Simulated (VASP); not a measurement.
# Ca3Lu (Pm-3m) in VASP: notebook

Aim: see how the results for Ca3Lu move with the level of theory and the settings. Levels: PBE+D3(BJ), PBE+D4, PBE. Tasks: single point.

All numbers are computed with VASP 6.6.1; they aren't measurements. Logs are shortened: lines on timing, memory, paths and dates and some standing lists are left out, and cuts for length are marked.

## 1. The cell of the first run

The structure is cubic, space group Pm-3m (No. 221). Conventional cell: a = 5.282 Å, b = 5.282 Å, c = 5.282 Å, α = 90.00°, β = 90.00°, γ = 90.00°. Within 4.9 Å of Lu (site symmetry m-3m) lie 12 Ca at 3.74 Å. Within 4.9 Å of Ca (site symmetry 4/mmm) lie 4 Lu at 3.74 Å and 8 Ca at 3.74 Å.

## 2. Single point, PBE+D3(BJ)

Input file INCAR:

```
PREC     = Accurate       # precision mode
ENCUT    = 520            # plane-wave cutoff, eV
EDIFF    = 1E-6           # SCF threshold, eV
ISMEAR   = -1             # smearing method
SIGMA    = 0.05           # smearing width, eV
LREAL    = False          # projectors in reciprocal space
LASPH    = True           # aspherical terms in the spheres
NELM     = 60             # most SCF steps
ALGO     = Normal         # electronic algorithm
ISIF     = 2              # what is computed and relaxed
LWAVE    = False          # write WAVECAR
LCHARG   = False          # write CHGCAR
GGA      = PE             # functional
IVDW     = 12             # dispersion correction
NBANDS   = 36             # bands
```

Input file KPOINTS:

```
Automatic mesh
0
Gamma
  5 5 5
```

Input file POSCAR:

```
Ca3Lu
1.0
    5.2821056314      0.0000000000      0.0000000000
    0.0000000000      5.2821056314      0.0000000000
    0.0000000000      0.0000000000      5.2821056314
Lu Ca
1 3
Direct
    0.5000000000      0.5000000000      0.5000000000
    0.0000000000      0.0000000000      0.5000000000
    0.0000000000      0.5000000000      0.0000000000
    0.5000000000      0.0000000000      0.0000000000
```

Potentials or basis: VASP PAW PBE potentials, release 64 (Lu, Ca_sv).

The run is started by

```
cat potpaw_PBE.64/Lu/POTCAR potpaw_PBE.64/Ca_sv/POTCAR > POTCAR
mpirun -np 1 vasp_std > vasp.out
```

OUTCAR:

```text
PREC = Accurate
   ENCUT = 520
   EDIFF = 1E-6
   ISMEAR = -1
   LREAL = False
   LASPH = True
   NELM = 60
   ISIF = 2
   GGA = PE
   IVDW = 12
 IVDW          = 12

 ion  position               nearest neighbor table
   1  0.500  0.500  0.500-
   2  0.000  0.000  0.500-
   3  0.000  0.500  0.000-
   4  0.500  0.000  0.000-

  LATTYP: Found a simple cubic cell.
 ALAT       =     5.2821056314

  Lattice vectors:

 A1 = (   5.2821056314,   0.0000000000,   0.0000000000)
 A2 = (   0.0000000000,   5.2821056314,   0.0000000000)
 A3 = (   0.0000000000,   0.0000000000,   5.2821056314)

Analysis of symmetry for initial positions (statically):
=====================================================================
 Subroutine PRICEL returns:
 Original cell was already a primitive cell.

 Routine SETGRP: Setting up the symmetry group for a
 simple cubic supercell.

 Subroutine GETGRP returns: Found 48 space group operations
 (whereof 48 operations were pure point group operations)
 out of a pool of 48 trial point group operations.

The static configuration has the point symmetry O_h .

Analysis of symmetry for dynamics (positions and initial velocities):
=====================================================================
 Subroutine PRICEL returns:
 Original cell was already a primitive cell.

 Routine SETGRP: Setting up the symmetry group for a
 simple cubic supercell.

 Subroutine GETGRP returns: Found 48 space group operations
 (whereof 48 operations were pure point group operations)
 out of a pool of 48 trial point group operations.

The dynamic configuration has the point symmetry O_h .

 Subroutine INISYM returns: Found 48 space group operations
 (whereof 48 operations are pure point group operations),
 and found     1 'primitive' translations

----------------------------------------------------------------------------------------

                                     Primitive cell

  volume of cell :     147.3741

  direct lattice vectors                    reciprocal lattice vectors
     5.282105631  0.000000000  0.000000000     0.189318440  0.000000000  0.000000000
     0.000000000  5.282105631  0.000000000     0.000000000  0.189318440  0.000000000
     0.000000000  0.000000000  5.282105631     0.000000000  0.000000000  0.189318440

  length of vectors
     5.282105631  5.282105631  5.282105631     0.189318440  0.189318440  0.189318440

  position of ions in fractional coordinates (direct lattice)
     0.500000000  0.500000000  0.500000000
     0.000000000  0.000000000  0.500000000
     0.000000000  0.500000000  0.000000000
     0.500000000  0.000000000  0.000000000

  ion indices of the primitive-cell ions
   primitive index   ion index
                 1           1
                 2           2
                 3           3
                 4           4

----------------------------------------------------------------------------------------

 KPOINTS: Automatic mesh

Automatic generation of k-mesh.
 Grid dimensions read from file:
 generate k-points for:    5    5    5

 Generating k-lattice:

  Cartesian coordinates                     Fractional coordinates (reciprocal lattice)
     0.037863688  0.000000000  0.000000000     0.200000000  0.000000000  0.000000000
     0.000000000  0.037863688  0.000000000     0.000000000  0.200000000  0.000000000
     0.000000000  0.000000000  0.037863688     0.000000000  0.000000000  0.200000000

  Length of vectors
     0.037863688  0.037863688  0.037863688

  Shift w.r.t. Gamma in fractional coordinates (k-lattice)
     0.000000000  0.000000000  0.000000000

 Subroutine IBZKPT returns following result:
 ===========================================

 Found     10 irreducible k-points:

 Following reciprocal coordinates:
            Coordinates               Weight
  0.000000  0.000000  0.000000      1.000000
  0.200000  0.000000  0.000000      6.000000
  0.400000  0.000000  0.000000      6.000000
  0.200000  0.200000  0.000000     12.000000
  0.400000  0.200000  0.000000     24.000000
  0.400000  0.400000  0.000000     12.000000
  0.200000  0.200000  0.200000      8.000000
  0.400000  0.200000  0.200000     24.000000
  0.400000  0.400000  0.200000     24.000000
  0.400000  0.400000  0.400000      8.000000
   k-points           NKPTS =     10   k-points in BZ     NKDIM =     10   number of bands    NBANDS=     36
   number of dos      NEDOS =    301   number of ions     NIONS =      4
   total plane-waves  NPLWV =  64000
   dimension x,y,z NGX =    40 NGY =   40 NGZ =   40
   dimension x,y,z NGXF=    80 NGYF=   80 NGZF=   80
   ions per type =               1   3
   NGX,Y,Z   is equivalent  to a cutoff of  12.59, 12.59, 12.59 a.u.
   NGXF,Y,Z  is equivalent  to a cutoff of  25.18, 25.18, 25.18 a.u.
 SYSTEM =  unknown system
   PREC   = accura    normal or accurate (medium, high low for compatibility)
   ISTART =      0    job   : 0-new  1-cont  2-samecut
   ICHARG =      2    charge: 1-file 2-atom 10-const
   ISPIN  =      1    spin polarized calculation?
   LNONCOLLINEAR =      F non collinear calculations
   LSORBIT =      F    spin-orbit coupling
   LASPH  =      T    aspherical Exc in radial PAW
   ENCUT  =  520.0 eV  38.22 Ry    6.18 a.u.   9.82  9.82  9.82*2*pi/ulx,y,z
   NELM   =     60;   NELMIN=  2; NELMDL= -5     # of ELM steps
   EDIFF  = 0.1E-05   stopping-criterion for ELM
   LREAL  =      F    real-space projection
   EDIFFG = 0.1E-04   stopping-criterion for IOM
   NSW    =      0    number of steps for IOM
   IBRION =     -1    ionic relax: 0-MD 1-quasi-New 2-CG
   NFREE  =      0    steps in history (QN), initial steepest desc. (CG)
   ISIF   =      2    stress and relaxation
   ISYM   =      2    0-nonsym 1-usesym 2-fastsym
   POTIM  = 0.5000    time-step for ionic-motion
   TEBEG  =    0.0;   TEEND  =   0.0 temperature during run
   PSTRESS=    0.0 pullay stress
   NELECT =      55.0000    total number of electrons
   NUPDOWN=      -1.0000    fix difference up-down
   EMIN   =  10.00;   EMAX   =-10.00  energy-range for DOS
   EFERMI =   0.00;   METHOD = LEGACY
   ISMEAR =    -1;   SIGMA  =   0.05  broadening in eV -4-tet -1-fermi 0-gaus
   EFERMI_NEDOS =   21; number of points for ismear=-14 and -15
   IALGO  =     38    algorithm
   IMIX   =      4    mixing-type and parameters
     AMIX     =   0.40;   BMIX     =  1.00
     AMIX_MAG =   1.60;   BMIX_MAG =  1.00
  volume/ion in A,a.u.               =      36.84       248.63
  Fermi-wavevector in a.u.,A,eV,Ry     =   1.178660  2.227345 18.901758  1.389240
  Thomas-Fermi vector in A             =   2.314985
   LORBIT       =      0    0 simple, 1 ext, 2 COOP (PROOUT), +10 PAW based schemes
   GGA     = PE    functional components
   LHFCALC =     F    Hartree Fock is set to
   AEXX    =    0.0000 exact exchange contribution
   IVDW    =    12    specifies the selected vdW correction
   LEPSILON=     F    determine dielectric tensor
   LRPA    =     F    only Hartree local field effects (RPA)
 non-spin polarized calculation
  energy-cutoff  :      520.00
  volume of cell :      147.37
 maximum number of plane-waves:      3984
 NGX is ok and might be reduce to    40
   NGX = 19   NGY = 19   NGZ = 19

 number of electron      54.9999971 magnetization

 Free energy of the ion-electron system (eV)
  ---------------------------------------------------
  ext. energy  EPLUGINS =         0.00000000
  ---------------------------------------------------
  free energy    TOTEN  =        -9.69654179 eV

  energy without entropy =       -9.64347496  energy(sigma->0) =       -9.67000837

 E-fermi :   2.2652     XC(G=0):  -8.5340

 val. band max:        2.2390253358   @ k =   0.4000   0.0000   0.0000
 cond. band min:       2.2952091920   @ k =   0.4000   0.4000   0.4000
 fundamental gap:      0.0561838563
 Fermi energy:         2.2651916548

 k-point     1 :       0.0000    0.0000    0.0000
  band No.  band energies     occupation
      1     -55.0792      2.00000
      2     -39.3084      2.00000
      3     -39.2828      2.00000
      4     -39.2828      2.00000
      5     -25.6889      2.00000
      6     -25.6889      2.00000
[... 28 lines left out ...]
     35       4.6565      0.00000
     36       4.6565      0.00000

 k-point     2 :       0.2000    0.0000    0.0000
  band No.  band energies     occupation
      1     -55.0792      2.00000
      2     -39.3062      2.00000
      3     -39.2850      2.00000
      4     -39.2828      2.00000
      5     -25.6892      2.00000
      6     -25.6888      2.00000
[... 28 lines left out ...]
     35       4.7747      0.00000
     36       4.7747      0.00000

 k-point     3 :       0.4000    0.0000    0.0000
  band No.  band energies     occupation
      1     -55.0792      2.00000
      2     -39.3012      2.00000
      3     -39.2899      2.00000
      4     -39.2828      2.00000
      5     -25.6896      2.00000
      6     -25.6886      2.00000
[... 28 lines left out ...]
     35       4.8421      0.00000
     36       5.1214      0.00000

 k-point     4 :       0.2000    0.2000    0.0000
  band No.  band energies     occupation
      1     -55.0792      2.00000
      2     -39.3043      2.00000
      3     -39.2857      2.00000
      4     -39.2840      2.00000
      5     -25.6893      2.00000
      6     -25.6890      2.00000
[... 28 lines left out ...]
     35       4.7688      0.00000
     36       4.8864      0.00000

 k-point     5 :       0.4000    0.2000    0.0000
  band No.  band energies     occupation
      1     -55.0792      2.00000
      2     -39.2996      2.00000
      3     -39.2899      2.00000
      4     -39.2844      2.00000
      5     -25.6898      2.00000
      6     -25.6891      2.00000
[... 109 lines left out ...]
 k-point     8 :       0.4000    0.2000    0.2000
  band No.  band energies     occupation
      1     -55.0792      2.00000
      2     -39.2982      2.00000
      3     -39.2900      2.00000
      4     -39.2857      2.00000
      5     -25.6899      2.00000
      6     -25.6892      2.00000
[... 28 lines left out ...]
     35       4.6766      0.00000
     36       4.9107      0.00000

 k-point     9 :       0.4000    0.4000    0.2000
  band No.  band energies     occupation
      1     -55.0792      2.00000
      2     -39.2947      2.00000
      3     -39.2904      2.00000
      4     -39.2886      2.00000
      5     -25.6901      2.00000
      6     -25.6900      2.00000
[... 28 lines left out ...]
     35       4.4627      0.00000
     36       4.6084      0.00000

 k-point    10 :       0.4000    0.4000    0.4000
  band No.  band energies     occupation
      1     -55.0792      2.00000
      2     -39.2929      2.00000
      3     -39.2904      2.00000
      4     -39.2904      2.00000
      5     -25.6903      2.00000
      6     -25.6903      2.00000
[... 28 lines left out ...]
     35       4.5764      0.00000
     36       4.7023      0.00000

------------------------ aborting loop because EDIFF is reached ----------------------------------------

 Edisp (eV)   -1.06129

 E8    (eV) :    -0.5391

  FORCE on cell =-STRESS in cart. coord.  units (eV):
  Direction    XX          YY          ZZ          XY          YZ          ZX
  --------------------------------------------------------------------------------------
  -------------------------------------------------------------------------------------
  Total      -0.03944    -0.03944    -0.03944     0.00000    -0.00000     0.00000
  in kB      -0.42872    -0.42872    -0.42872     0.00000    -0.00000     0.00000
  external pressure =       -0.43 kB  Pullay stress =        0.00 kB

 VOLUME and BASIS-vectors are now :
 -----------------------------------------------------------------------------
  energy-cutoff  :      520.00
  volume of cell :      147.37
      direct lattice vectors                 reciprocal lattice vectors
     5.282105631  0.000000000  0.000000000     0.189318440  0.000000000  0.000000000
     0.000000000  5.282105631  0.000000000     0.000000000  0.189318440  0.000000000
     0.000000000  0.000000000  5.282105631     0.000000000  0.000000000  0.189318440

 POSITION                                       TOTAL-FORCE (eV/Angst)
 -----------------------------------------------------------------------------------
      2.64105      2.64105      2.64105         0.000000      0.000000      0.000000
      0.00000      0.00000      2.64105         0.000000      0.000000      0.000000
      0.00000      2.64105      0.00000         0.000000      0.000000      0.000000
      2.64105      0.00000      0.00000         0.000000      0.000000      0.000000
 -----------------------------------------------------------------------------------
    total drift:                               -0.000000      0.000000     -0.000000

  FREE ENERGIE OF THE ION-ELECTRON SYSTEM (eV)
  ---------------------------------------------------
  free  energy   TOTEN  =       -10.7578296789 eV

  energy  without entropy=      -10.7047628480  energy(sigma->0) =      -10.73129626
```

It took 27 s on 1 thread of Intel Xeon 6975P-C (Granite Rapids), shared host; peak memory 0.27 GiB.

What came out:

```
Free energy                : -10.7578 eV
Pressure                   : 0.0 GPa
Band gap on the k mesh     : zero (an odd number of electrons rules out a gap without spin polarisation)
Dispersion energy per atom : -0.265 eV
```

Levels at points of the mesh, in eV from the Fermi level:
| k point | band 24 | band 25 | band 26 | band 27 | band 28 | band 29 | band 30 | band 31 |
| --- | --- | --- | --- | --- | --- | --- | --- | --- |
| (0.00, 0.00, 0.00) | -4.66 | -0.93 | -0.93 | -0.82 | 0.15 | 0.15 | 0.15 | 1.19 |

Caveat: three body term missing; spin-orbit coupling is left out, which moves the levels of the heavy elements.

## 3. Single point, PBE+D4

This run uses another cell than the first one, of 37.85 Å³/atom.

INCAR: that of step 2 with these lines changed.

```diff
@@ -7,3 +7,3 @@
 LASPH    = True           # aspherical terms in the spheres
-NELM     = 60             # most SCF steps
+NELM     = 100            # most SCF steps
 ALGO     = Normal         # electronic algorithm
@@ -13,3 +13,3 @@
 GGA      = PE             # functional
-IVDW     = 12             # dispersion correction
+IVDW     = 13             # dispersion correction
 NBANDS   = 36             # bands
```

KPOINTS is that of step 2.

Input file POSCAR:

```
Ca3Lu
1.0
    5.3296342998      0.0000000000      0.0000000000
    0.0000000000      5.3296342998      0.0000000000
    0.0000000000      0.0000000000      5.3296342998
Lu Ca
1 3
Direct
    0.5000000000      0.5000000000      0.5000000000
    0.0000000000      0.0000000000      0.5000000000
    0.0000000000      0.5000000000      0.0000000000
    0.5000000000      0.0000000000      0.0000000000
```

Potentials or basis: VASP PAW PBE potentials, release 64 (Lu, Ca_sv).

The run is started by

```
cat potpaw_PBE.64/Lu/POTCAR potpaw_PBE.64/Ca_sv/POTCAR > POTCAR
mpirun -np 1 vasp_std > vasp.out
```

It took 26 s on 1 thread of Intel Xeon 6975P-C (Granite Rapids), shared host; peak memory 0.27 GiB.

The run converged. Its results:

| Property | Result |
| --- | --- |
| Free energy | -10.1103 eV |
| Pressure | 0.0 GPa |
| Band gap on the k mesh | zero (an odd number of electrons rules out a gap without spin polarisation) |
| Dispersion energy per atom | -0.099 eV |

Levels at points of the mesh, in eV from the Fermi level:
```tsv
k point	band 24	band 25	band 26	band 27	band 28	band 29	band 30	band 31
(0.00, 0.00, 0.00)	-4.61	-0.89	-0.89	-0.79	0.18	0.18	0.18	1.13
```

Caveat: spin-orbit coupling is left out, which moves the levels of the heavy elements.

## 4. Single point, PBE

This run uses another cell than the first one, of 38.54 Å³/atom.

Input file INCAR:

```
PREC = Accurate
ENCUT = 520
EDIFF = 1E-6
ISMEAR = -1
SIGMA = 0.05
LREAL = False
LASPH = True
NELM = 60
ALGO = Normal
ISIF = 2
LWAVE = False
LCHARG = False
GGA = PE
NBANDS = 36
```

Input file KPOINTS:

```
regular mesh
0
Gamma
  5 5 5
```

Input file POSCAR:

```
Ca3Lu
1.0
    5.3617750000      0.0000000000      0.0000000000
    0.0000000000      5.3617750000      0.0000000000
    0.0000000000      0.0000000000      5.3617750000
Lu Ca
1 3
Direct
    0.5000000000      0.5000000000      0.5000000000
    0.0000000000      0.0000000000      0.5000000000
    0.0000000000      0.5000000000      0.0000000000
    0.5000000000      0.0000000000      0.0000000000
```

The run is started by

```
cat potpaw_PBE.64/Lu/POTCAR potpaw_PBE.64/Ca_sv/POTCAR > POTCAR
mpirun -np 1 vasp_std > vasp.out
```

It took 31 s on 1 thread of Intel Xeon 6975P-C (Granite Rapids), shared host; peak memory 0.26 GiB.

Results (log left out):

```
Free energy            : -9.7204 eV
Pressure               : 0.0 GPa
Band gap on the k mesh : zero (an odd number of electrons rules out a gap without spin polarisation)
```

Levels at points of the mesh, in eV from the Fermi level:
| k point | band 24 | band 25 | band 26 | band 27 | band 28 | band 29 | band 30 | band 31 |
| --- | --- | --- | --- | --- | --- | --- | --- | --- |
| (0.00, 0.00, 0.00) | -4.57 | -0.86 | -0.86 | -0.77 | 0.20 | 0.20 | 0.20 | 1.09 |

Caveat: spin-orbit coupling is left out, which moves the levels of the heavy elements.

## 5. Single point, PBE+D3(BJ)

This run uses another cell than the first one, of 38.54 Å³/atom.

Input file INCAR:

```
PREC = Accurate
ENCUT = 520
EDIFF = 1E-6
ISMEAR = -1
SIGMA = 0.05
LREAL = F
LASPH = T
NELM = 100
ALGO = Normal
ISIF = 2
LWAVE = F
LCHARG = F
GGA = PE
IVDW = 12
NBANDS = 36
```

Input file KPOINTS:

```
Automatic mesh
0
Gamma
  5 5 5
```

POSCAR is that of step 4.

The run is started by

```
cat potpaw_PBE.64/Lu/POTCAR potpaw_PBE.64/Ca_sv/POTCAR > POTCAR
mpirun -np 1 vasp_std > vasp.out
```

Wall time 26 s (1 thread of Intel Xeon 6975P-C (Granite Rapids), shared host); peak memory 0.27 GiB.

The run converged. Its results:

```yaml
Free_energy: -10.7357 eV
Pressure: -1.0 GPa
Band_gap_on_the_k_mesh: zero (an odd number of electrons rules out a gap without spin polarisation)
Dispersion_energy_per_atom: -0.254 eV
```

Levels at points of the mesh, in eV from the Fermi level:
| k point | band 25 | band 26 | band 27 | band 28 | band 29 | band 30 |
| --- | --- | --- | --- | --- | --- | --- |
| (0.00, 0.00, 0.00) | -0.86 | -0.86 | -0.77 | 0.20 | 0.20 | 0.20 |

Caveat: three body term missing; spin-orbit coupling is left out, which moves the levels of the heavy elements.

## 6. Summary

| level | cell | gap on the mesh (eV) | pressure (GPa) |
| --- | --- | --- | --- |
| PBE+D3(BJ) | a = 5.282 Å, 4 atoms | none | 0.0 |
| PBE+D4 | a = 5.330 Å, 4 atoms | none | 0.0 |
| PBE | a = 5.362 Å, 4 atoms | none | 0.0 |
| PBE+D3(BJ) | a = 5.362 Å, 4 atoms | none | -1.0 |

Alike in all rows: task single point; potentials or basis VASP PAW PBE potentials, release 64 (Lu, Ca_sv); no spin polarisation; k mesh 5 × 5 × 5; cutoff (eV) 520; smearing fermi-dirac 0.05 eV.

Caveats: spin-orbit coupling is left out, which moves the levels of the heavy elements; three body term missing (at least some runs).

Absolute energies hang on the potentials; compare differences alone.
